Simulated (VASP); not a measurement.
# BaTiO3 (Pm-3m) in VASP: further runs

The runs below take BaTiO3 through single point, with PBE.

Program: VASP 6.6.1. These are calculated values, not measurements. Logs are shortened: lines on timing, memory, paths and dates and some standing lists are left out, and cuts for length are marked.

**1. The cell of the first run**

It takes space group Pm-3m (No. 221, cubic). Conventional cell: a = 3.924 Å, b = 3.924 Å, c = 3.924 Å, α = 90.00°, β = 90.00°, γ = 90.00°. Within 3.7 Å of Ba (site symmetry m-3m) lie 12 O at 2.77 Å and 8 Ti at 3.40 Å. Within 2.6 Å of Ti (site symmetry m-3m) lie 6 O at 1.96 Å. O (site symmetry 4/mmm) has 2 Ti at 1.96 Å within 2.6 Å.

**2. Single point, PBE**

Input file INCAR:

```
SYSTEM = BaTiO3
  PREC = Accurate
  ENCUT = 520
  EDIFF = 1E-6
  ISMEAR = 0
  SIGMA = 0.01
  LREAL = .FALSE.
  LASPH = .TRUE.
  NELM = 100
  ALGO = Normal
  ISIF = 2
  LWAVE = .FALSE.
  LCHARG = .FALSE.
  GGA = PE
  NBANDS = 28
```

Input file KPOINTS:

```
Automatic mesh
0
G
  6 6 6
  0 0 0
```

Input file POSCAR:

```
BaTiO3
1.0
    3.9242219515      0.0000000000      0.0000000000
    0.0000000000      3.9242219515      0.0000000000
    0.0000000000      0.0000000000      3.9242219515
Ba Ti O
1 1 3
Direct
    0.5000000000      0.5000000000      0.5000000000
    0.0000000000      0.0000000000      0.0000000000
    0.5000000000      0.0000000000      0.0000000000
    0.0000000000      0.5000000000      0.0000000000
    0.0000000000      0.0000000000      0.5000000000
```

Potentials or basis: VASP PAW PBE potentials, release 64 (Ba_sv, Ti_sv, O).

Run with:

```bash
$ cat potpaw_PBE.64/Ba_sv/POTCAR potpaw_PBE.64/Ti_sv/POTCAR potpaw_PBE.64/O/POTCAR > POTCAR
$ mpirun -np 1 vasp_std > vasp.out
```

OUTCAR:

```text
SYSTEM = BaTiO3
   PREC = Accurate
   ENCUT = 520
   EDIFF = 1E-6
   ISMEAR = 0
   LREAL = .FALSE.
   LASPH = .TRUE.
   NELM = 100
   ISIF = 2
   GGA = PE

 ion  position               nearest neighbor table
   1  0.500  0.500  0.500-   3 2.77   4 2.77   5 2.77   3 2.77   4 2.77   3 2.77   5 2.77   3 2.77
                             4 2.77   5 2.77   4 2.77   5 2.77   2 3.40   2 3.40   2 3.40   2 3.40
   2  0.000  0.000  0.000-   3 1.96   4 1.96   5 1.96   5 1.96   4 1.96   3 1.96   1 3.40   1 3.40
                             1 3.40   1 3.40   1 3.40   1 3.40   1 3.40   1 3.40
   3  0.500  0.000  0.000-   2 1.96   2 1.96   1 2.77   1 2.77   1 2.77   1 2.77
   4  0.000  0.500  0.000-   2 1.96   2 1.96   1 2.77   1 2.77   1 2.77   1 2.77
   5  0.000  0.000  0.500-   2 1.96   2 1.96   1 2.77   1 2.77   1 2.77   1 2.77

  LATTYP: Found a simple cubic cell.
 ALAT       =     3.9242219515

  Lattice vectors:

 A1 = (   3.9242219515,   0.0000000000,   0.0000000000)
 A2 = (   0.0000000000,   3.9242219515,   0.0000000000)
 A3 = (   0.0000000000,   0.0000000000,   3.9242219515)

Analysis of symmetry for initial positions (statically):
=====================================================================
 Subroutine PRICEL returns:
 Original cell was already a primitive cell.

 Routine SETGRP: Setting up the symmetry group for a
 simple cubic supercell.

 Subroutine GETGRP returns: Found 48 space group operations
 (whereof 48 operations were pure point group operations)
 out of a pool of 48 trial point group operations.

The static configuration has the point symmetry O_h .

Analysis of symmetry for dynamics (positions and initial velocities):
=====================================================================
 Subroutine PRICEL returns:
 Original cell was already a primitive cell.

 Routine SETGRP: Setting up the symmetry group for a
 simple cubic supercell.

 Subroutine GETGRP returns: Found 48 space group operations
 (whereof 48 operations were pure point group operations)
 out of a pool of 48 trial point group operations.

The dynamic configuration has the point symmetry O_h .

 Subroutine INISYM returns: Found 48 space group operations
 (whereof 48 operations are pure point group operations),
 and found     1 'primitive' translations

----------------------------------------------------------------------------------------

                                     Primitive cell

  volume of cell :      60.4311

  direct lattice vectors                    reciprocal lattice vectors
     3.924221951  0.000000000  0.000000000     0.254827584  0.000000000  0.000000000
     0.000000000  3.924221951  0.000000000     0.000000000  0.254827584  0.000000000
     0.000000000  0.000000000  3.924221951     0.000000000  0.000000000  0.254827584

  length of vectors
     3.924221951  3.924221951  3.924221951     0.254827584  0.254827584  0.254827584

  position of ions in fractional coordinates (direct lattice)
     0.500000000  0.500000000  0.500000000
     0.000000000  0.000000000  0.000000000
     0.500000000  0.000000000  0.000000000
     0.000000000  0.500000000  0.000000000
     0.000000000  0.000000000  0.500000000

  ion indices of the primitive-cell ions
   primitive index   ion index
                 1           1
                 2           2
                 3           3
                 4           4
                 5           5

----------------------------------------------------------------------------------------

 KPOINTS: Automatic mesh

Automatic generation of k-mesh.
 Grid dimensions read from file:
 generate k-points for:    6    6    6

 Generating k-lattice:

  Cartesian coordinates                     Fractional coordinates (reciprocal lattice)
     0.042471264  0.000000000  0.000000000     0.166666667  0.000000000  0.000000000
     0.000000000  0.042471264  0.000000000     0.000000000  0.166666667  0.000000000
     0.000000000  0.000000000  0.042471264     0.000000000  0.000000000  0.166666667

  Length of vectors
     0.042471264  0.042471264  0.042471264

  Shift w.r.t. Gamma in fractional coordinates (k-lattice)
     0.000000000  0.000000000  0.000000000

 Subroutine IBZKPT returns following result:
 ===========================================

 Found     20 irreducible k-points:

 Following reciprocal coordinates:
            Coordinates               Weight
  0.000000  0.000000  0.000000      1.000000
  0.166667  0.000000  0.000000      6.000000
  0.333333  0.000000  0.000000      6.000000
  0.500000  0.000000  0.000000      3.000000
  0.166667  0.166667  0.000000     12.000000
  0.333333  0.166667  0.000000     24.000000
[... 12 lines left out ...]
  0.500000  0.500000  0.333333      6.000000
  0.500000  0.500000  0.500000      1.000000
   k-points           NKPTS =     20   k-points in BZ     NKDIM =     20   number of bands    NBANDS=     28
   number of dos      NEDOS =    301   number of ions     NIONS =      5
   total plane-waves  NPLWV =  27000
   dimension x,y,z NGX =    30 NGY =   30 NGZ =   30
   dimension x,y,z NGXF=    60 NGYF=   60 NGZF=   60
   ions per type =               1   1   3
   NGX,Y,Z   is equivalent  to a cutoff of  12.71, 12.71, 12.71 a.u.
   NGXF,Y,Z  is equivalent  to a cutoff of  25.42, 25.42, 25.42 a.u.
 SYSTEM =  BaTiO3
   PREC   = accura    normal or accurate (medium, high low for compatibility)
   ISTART =      0    job   : 0-new  1-cont  2-samecut
   ICHARG =      2    charge: 1-file 2-atom 10-const
   ISPIN  =      1    spin polarized calculation?
   LNONCOLLINEAR =      F non collinear calculations
   LSORBIT =      F    spin-orbit coupling
   LASPH  =      T    aspherical Exc in radial PAW
   ENCUT  =  520.0 eV  38.22 Ry    6.18 a.u.   7.30  7.30  7.30*2*pi/ulx,y,z
   NELM   =    100;   NELMIN=  2; NELMDL= -5     # of ELM steps
   EDIFF  = 0.1E-05   stopping-criterion for ELM
   LREAL  =      F    real-space projection
   EDIFFG = 0.1E-04   stopping-criterion for IOM
   NSW    =      0    number of steps for IOM
   IBRION =     -1    ionic relax: 0-MD 1-quasi-New 2-CG
   NFREE  =      0    steps in history (QN), initial steepest desc. (CG)
   ISIF   =      2    stress and relaxation
   ISYM   =      2    0-nonsym 1-usesym 2-fastsym
   POTIM  = 0.5000    time-step for ionic-motion
   TEBEG  =    0.0;   TEEND  =   0.0 temperature during run
   PSTRESS=    0.0 pullay stress
   NELECT =      40.0000    total number of electrons
   NUPDOWN=      -1.0000    fix difference up-down
   EMIN   =  10.00;   EMAX   =-10.00  energy-range for DOS
   EFERMI =   0.00;   METHOD = LEGACY
   ISMEAR =     0;   SIGMA  =   0.01  broadening in eV -4-tet -1-fermi 0-gaus
   EFERMI_NEDOS =   21; number of points for ismear=-14 and -15
   IALGO  =     38    algorithm
   IMIX   =      4    mixing-type and parameters
     AMIX     =   0.40;   BMIX     =  1.00
     AMIX_MAG =   1.60;   BMIX_MAG =  1.00
  volume/ion in A,a.u.               =      12.09        81.56
  Fermi-wavevector in a.u.,A,eV,Ry     =   1.426728  2.696125 27.695387  2.035554
  Thomas-Fermi vector in A             =   2.546974
   LORBIT       =      0    0 simple, 1 ext, 2 COOP (PROOUT), +10 PAW based schemes
   GGA     = PE    functional components
   LHFCALC =     F    Hartree Fock is set to
   AEXX    =    0.0000 exact exchange contribution
   IVDW    =     0    specifies the selected vdW correction
   LEPSILON=     F    determine dielectric tensor
   LRPA    =     F    only Hartree local field effects (RPA)
 non-spin polarized calculation
 Gauss-broadening in eV      SIGMA  =   0.01
  energy-cutoff  :      520.00
  volume of cell :       60.43
 maximum number of plane-waves:      1647
 NGX is ok and might be reduce to    30
   NGX = 15   NGY = 15   NGZ = 15

 number of electron      39.9999996 magnetization

 Free energy of the ion-electron system (eV)
  ---------------------------------------------------
  ext. energy  EPLUGINS =         0.00000000
  ---------------------------------------------------
  free energy    TOTEN  =       -39.74046244 eV

  energy without entropy =      -39.74046244  energy(sigma->0) =      -39.74046244

 E-fermi :   4.4026     XC(G=0): -11.5758

 val. band max:        4.3051596954   @ k =   0.5000   0.5000   0.5000
 cond. band min:       6.1644885679   @ k =   0.0000   0.0000   0.0000
 fundamental gap:      1.8593288725
 Fermi energy:         4.4026073462

 k-point     1 :       0.0000    0.0000    0.0000
  band No.  band energies     occupation
      1     -52.0806      2.00000
      2     -28.3269      2.00000
      3     -28.3269      2.00000
      4     -28.3269      2.00000
      5     -20.3866      2.00000
      6     -12.7171      2.00000
[... 20 lines left out ...]
     27       9.4235      0.00000
     28      12.3668      0.00000

 k-point     2 :       0.1667    0.0000    0.0000
  band No.  band energies     occupation
      1     -52.0802      2.00000
      2     -28.3447      2.00000
      3     -28.3261      2.00000
      4     -28.3261      2.00000
      5     -20.3462      2.00000
      6     -12.7610      2.00000
[... 20 lines left out ...]
     27      10.0053      0.00000
     28      13.0410      0.00000

 k-point     3 :       0.3333    0.0000    0.0000
  band No.  band energies     occupation
      1     -52.0795      2.00000
      2     -28.3801      2.00000
      3     -28.3247      2.00000
      4     -28.3247      2.00000
      5     -20.2633      2.00000
      6     -12.9530      2.00000
[... 20 lines left out ...]
     27      11.3706      0.00000
     28      12.8569      0.00000

 k-point     4 :       0.5000    0.0000    0.0000
  band No.  band energies     occupation
      1     -52.0792      2.00000
      2     -28.3976      2.00000
      3     -28.3240      2.00000
      4     -28.3240      2.00000
      5     -20.2205      2.00000
      6     -13.0697      2.00000
[... 20 lines left out ...]
     27      12.2414      0.00000
     28      12.7489      0.00000

 k-point     5 :       0.1667    0.1667    0.0000
  band No.  band energies     occupation
      1     -52.0799      2.00000
      2     -28.3444      2.00000
      3     -28.3433      2.00000
      4     -28.3254      2.00000
      5     -20.3097      2.00000
      6     -12.7460      2.00000
[... 20 lines left out ...]
     27      10.5584      0.00000
     28      13.1292      0.00000

 k-point     6 :       0.3333    0.1667    0.0000
  band No.  band energies     occupation
      1     -52.0792      2.00000
      2     -28.3789      2.00000
      3     -28.3421      2.00000
      4     -28.3241      2.00000
      5     -20.2346      2.00000
      6     -12.8408      2.00000
[... 339 lines left out ...]
      5     -20.1036      2.00000
      6     -12.2385      2.00000
[... 20 lines left out ...]
     27      12.4779      0.00000
     28      12.4948      0.00000

 k-point    18 :       0.5000    0.3333    0.3333
  band No.  band energies     occupation
      1     -52.0770      2.00000
      2     -28.3909      2.00000
      3     -28.3733      2.00000
      4     -28.3728      2.00000
      5     -20.0788      2.00000
      6     -12.1252      2.00000
[... 20 lines left out ...]
     27      12.3422      0.00000
     28      12.5128      0.00000

 k-point    19 :       0.5000    0.5000    0.3333
  band No.  band energies     occupation
      1     -52.0767      2.00000
      2     -28.3899      2.00000
      3     -28.3899      2.00000
      4     -28.3722      2.00000
      5     -20.0559      2.00000
      6     -11.9223      2.00000
[... 20 lines left out ...]
     27      12.1706      0.00000
     28      12.6392      0.00000

 k-point    20 :       0.5000    0.5000    0.5000
  band No.  band energies     occupation
      1     -52.0763      2.00000
      2     -28.3890      2.00000
      3     -28.3890      2.00000
      4     -28.3890      2.00000
      5     -20.0339      2.00000
      6     -11.7442      2.00000
[... 20 lines left out ...]
     27      12.6392      0.00000
     28      12.6392      0.00000

------------------------ aborting loop because EDIFF is reached ----------------------------------------

  FORCE on cell =-STRESS in cart. coord.  units (eV):
  Direction    XX          YY          ZZ          XY          YZ          ZX
  --------------------------------------------------------------------------------------
  -------------------------------------------------------------------------------------
  Total        6.0297679      6.0297679      6.0297679      0.0000000      0.0000000      0.0000000
  in kB      159.8639325    159.8639325    159.8639325      0.0000000      0.0000000      0.0000000
  external PRESSURE =     159.8639325 kB  Pullay stress =       0.0000000 kB

 VOLUME and BASIS-vectors are now :
 -----------------------------------------------------------------------------
  energy-cutoff  :      520.00
  volume of cell :       60.43
      direct lattice vectors                 reciprocal lattice vectors
     3.924221951  0.000000000  0.000000000     0.254827584  0.000000000  0.000000000
     0.000000000  3.924221951  0.000000000     0.000000000  0.254827584  0.000000000
     0.000000000  0.000000000  3.924221951     0.000000000  0.000000000  0.254827584

 POSITION                                       TOTAL-FORCE (eV/Angst)
 -----------------------------------------------------------------------------------
      1.96211      1.96211      1.96211         0.000000      0.000000      0.000000
      0.00000      0.00000      0.00000         0.000000      0.000000      0.000000
      1.96211      0.00000      0.00000         0.000000      0.000000      0.000000
      0.00000      1.96211      0.00000         0.000000      0.000000      0.000000
      0.00000      0.00000      1.96211         0.000000      0.000000      0.000000
 -----------------------------------------------------------------------------------
    total drift:                                0.000000     -0.000000      0.000000

  FREE ENERGIE OF THE ION-ELECTRON SYSTEM (eV)
  ---------------------------------------------------
  free  energy   TOTEN  =       -39.7404624440 eV

  energy  without entropy=      -39.7404624440  energy(sigma->0) =      -39.74046244
```

Wall time 32 s (1 thread of Intel Xeon Platinum 8259CL at 2.50GHz (Skylake/Cascade Lake), shared host); peak memory 0.19 GiB.

What came out:

| Quantity | Value |
| --- | --- |
| Free energy | -39.7405 eV |
| Pressure | 16.0 GPa |
| Band gap on the k mesh | 1.86 eV, indirect (least direct gap 1.94 eV) |

Levels at points of the mesh, in eV from the valence-band top:
```tsv
k point	band 16	band 17	band 18	band 19	band 20	band 21	band 22	band 23	band 24	band 25
(0.00, 0.00, 0.00)	-1.19	-1.19	-0.08	-0.08	-0.08	1.86	1.86	1.86	4.31	4.31
(0.50, 0.00, 0.00)	-2.02	-1.90	-1.90	-0.71	-0.71	2.05	3.79	3.79	4.33	6.51
(0.50, 0.50, 0.00)	-2.91	-1.69	-0.83	-0.83	-0.10	3.80	3.80	4.24	5.26	8.18
(0.50, 0.50, 0.50)	-2.37	-2.37	0.00	0.00	0.00	4.54	4.54	4.54	7.00	7.00
```

Caveat: spin-orbit coupling is left out, which moves the levels of the heavy elements.

(Continued in part 2 of 2.)
